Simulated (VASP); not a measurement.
Set up this calculation in VASP 6.6.1, as the native input.

* Task: single point
* Functional: PBEsol
* Potentials or basis: VASP PAW PBE potentials, release 64 (Al, Ga_d, N)
* Cutoff: 520 eV
* k mesh: 6 × 6 × 6
* Occupations: gaussian, width 0.05 eV
* Spin: no spin polarisation
* Dipole correction: no
* Further INCAR settings: ALGO = Normal; EDIFF = 1e-07; NBANDS = 31

The structure of Al3GaN4 lies in POSCAR:

```
Al3GaN4
1.0
    4.0726150986      0.0000000000      0.0000000000
    0.0000000000      4.0726150986      0.0000000000
    0.0000000000      0.0000000000      4.8855090723
Al Ga N
3 1 4
Direct
    0.5000000000      0.5000000000      0.0000000000
    0.5000000000      0.0000000000      0.5000000000
    0.0000000000      0.5000000000      0.5000000000
    0.0000000000      0.0000000000      0.0000000000
    0.7447140287      0.7447140287      0.2552859713
    0.7447140287      0.2552859713      0.7447140287
    0.2552859713      0.7447140287      0.7447140287
    0.2552859713      0.2552859713      0.2552859713
```

These files were run (other wordings do the same):

INCAR

```
SYSTEM = Al3GaN4
ALGO = Normal
EDIFF = 1E-7
ENCUT = 520
GGA = PS
ISIF = 2
ISMEAR = 0
LASPH = .True.
LCHARG = .False.
LREAL = .False.
LWAVE = .False.
NBANDS = 31
NELM = 100
PREC = Accurate
SIGMA = 0.05
```

KPOINTS

```
k-points
0
Gamma
  6 6 6
  0 0 0
```

Potentials or basis: VASP PAW PBE potentials, release 64 (Al, Ga_d, N).

Command:

```console
$ cat potpaw_PBE.64/Al/POTCAR potpaw_PBE.64/Ga_d/POTCAR potpaw_PBE.64/N/POTCAR > POTCAR
$ mpirun -np 1 vasp_std > vasp.out
```

Results of the run:

```
Pressure               : 9.6 GPa
Largest force          : 0.173 eV/Å
Band gap on the k mesh : 2.61 eV (least direct gap 2.75 eV)
```

Caveat: the stress differs along the axes, from -16 to 22 GPa; the PAW data sets were made with another functional, which shifts forces and pressure a little.

It took 2.6 min on 1 thread of Intel Xeon 8259CL, with other jobs on the host, peak memory 0.23 GiB.
